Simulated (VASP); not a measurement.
Here is a VASP 6.6.1 calculation.

The input INCAR:

```
  PREC = Accurate
  ENCUT = 520
  EDIFF = 1E-7
  ISMEAR = 0
  SIGMA = 0.1
  LREAL = False
  LASPH = True
  NELM = 60
  ALGO = Normal
  ISIF = 2
  LWAVE = False
  LCHARG = True
  GGA = PE
  LELF = True
  LVHAR = True
  NBANDS = 50
```

KPOINTS

```
Automatic mesh
0
Gamma
  4 4 4
```

File POSCAR:

```
Sn4SeS3
1.0
    0.0000000000      4.1197878000      0.0000000000
   -0.7272521000      0.0000000000      4.2777435000
   12.0183825000     -2.0598939000      0.0000000000
Sn Se S
4 1 3
Direct
    0.9425500000      0.8241070000      0.8851000000
    0.5666140000      0.3847410000      0.1332280000
    0.6899820000      0.0104500000      0.3799640000
    0.3118560000      0.6247980000      0.6237120000
    0.4512530000      0.3666510000      0.9025060000
    0.0528840000      0.9664980000      0.1057680000
    0.2026030000      0.6176180000      0.4052060000
    0.7989220000      0.2051360000      0.5978440000
```

Potentials or basis: VASP PAW PBE potentials, release 64 (Sn_d, Se, S).

Launch:

```bash
$ cat potpaw_PBE.64/Sn_d/POTCAR potpaw_PBE.64/Se/POTCAR potpaw_PBE.64/S/POTCAR > POTCAR
$ mpirun -np 1 vasp_std > vasp.out
```

**Question.** Predict the band gap on the k mesh.

**Answer.** 0.63 eV (least direct gap 1.14 eV).

**Question.** Predict the largest force.

**Answer.** 0.020 eV/Å.

**Question.** Estimate the pressure.

**Answer.** -0.1 GPa.

Forces in eV/Å, atoms in the order of the input:
```
Sn   0.014  0.000 -0.004
Sn  -0.016  0.000  0.003
Sn   0.019  0.000  0.000
Sn  -0.019  0.000  0.003
Se   0.002  0.000  0.013
S   -0.012  0.000 -0.016
S   -0.007  0.000  0.000
S    0.020  0.000  0.000
```

Caveat: semilocal functionals underestimate gaps, and a narrow one can read as zero; spin-orbit coupling is left out, which moves the levels of the heavy elements. A k mesh can miss the band edges.
